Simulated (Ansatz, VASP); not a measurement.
## One calculation of NaH, two programs

The input POSCAR:

```
NaH
1.0
    3.3191587685      0.0000000000      0.0000000000
   -1.6595793843      2.8744758127      0.0000000000
    0.0000000000      0.0000000000      5.8309537772
Na H
2 2
Direct
    0.0000000000      0.0000000000      0.0000000000
    0.0000000000      0.0000000000      0.5000000000
    0.3333333333      0.6666666667      0.2500000000
    0.6666666667      0.3333333333      0.7500000000
```

The input INCAR.step1:

```
ALGO = Normal
EDIFF = 1E-5
ENCUT = 520
GGA = PE
ISIF = 2
ISMEAR = 0
LASPH = T
LCHARG = F
LREAL = F
LWAVE = T
NBANDS = 16
NELM = 60
PREC = Accurate
SIGMA = 0.01
```

INCAR.step2

```
AEXX = 0.05
ALGO = Normal
EDIFF = 1E-6
ENCUT = 520
GGA = PE
HFSCREEN = 0.2078
ISIF = 2
ISMEAR = 0
ISTART = 1
LASPH = T
LCHARG = F
LHFCALC = T
LREAL = F
LWAVE = F
NBANDS = 16
NELM = 60
PREC = Accurate
PRECFOCK = Normal
SIGMA = 0.01
```

The input KPOINTS:

```
k-points
0
Gamma
  6 6 2
```

Input for Ansatz:

```yaml
crystal:
  lattice:
    - [3.3191587685, 0.0, 0.0]
    - [-1.6595793843, 2.8744758127, 0.0]
    - [0.0, 0.0, 5.8309537772]
  atoms:
    - { symbol: Na, position: [0.0, 0.0, 0.0] }
    - { symbol: Na, position: [0.0, 0.0, 0.5] }
    - { symbol: H, position: [0.3333333333, 0.6666666667, 0.25] }
    - { symbol: H, position: [0.6666666667, 0.3333333333, 0.75] }
kpoints:
  mp_grid: { grid: [6, 6, 2] }
hamiltonian:
  xc:
    exchange: pbe
    correlation: pbe
    exx: { coeff: 0.05, omega: 0.2078 }
scf:
  occupations: { method: fixed }
  n_extra_bands: 5
output:
  forces: true
  stress: true
  eigenvalues: true
```

Alike in both runs: task single point; functional PBE-based screened hybrid with a share of 0.05 of exact exchange and HFSCREEN = 0.2078; k mesh 6 × 6 × 2; no spin polarisation.

|  | VASP | Ansatz |
| --- | --- | --- |
| version | VASP 6.6.1 | Ansatz 0.2.0 |
| potentials or method | VASP PAW PBE potentials, release 64 (Na_pv, H) | plane waves |
| plane-wave cutoff (eV) | 520 | 420 |
| occupations | gaussian, width 0.01 eV | fixed |
| valence electrons in the cell | 16 | 20 |

|  | VASP | Ansatz | Ansatz less VASP |
| --- | --- | --- | --- |
| gap on the k mesh at the Fermi level (eV) | 3.65 | 3.65 | +0.002 |
| pressure (GPa) | 0.6 | 0.5 | -0.04 |
| traceless stress, the component that is largest in VASP (GPa) | 0.17 | 0.16 | -0.004 |

VASP's potentials were made for PBE, not for PBE-based screened hybrid. VASP's potentials hold 16 valence electrons a cell and Ansatz's 20, so a difference there can come from the potentials and not from the codes. Ansatz's warnings: stress exchange threshold loose, stress scf threshold loose.

The k mesh is coarse, so the values compare programs but aren't converged.
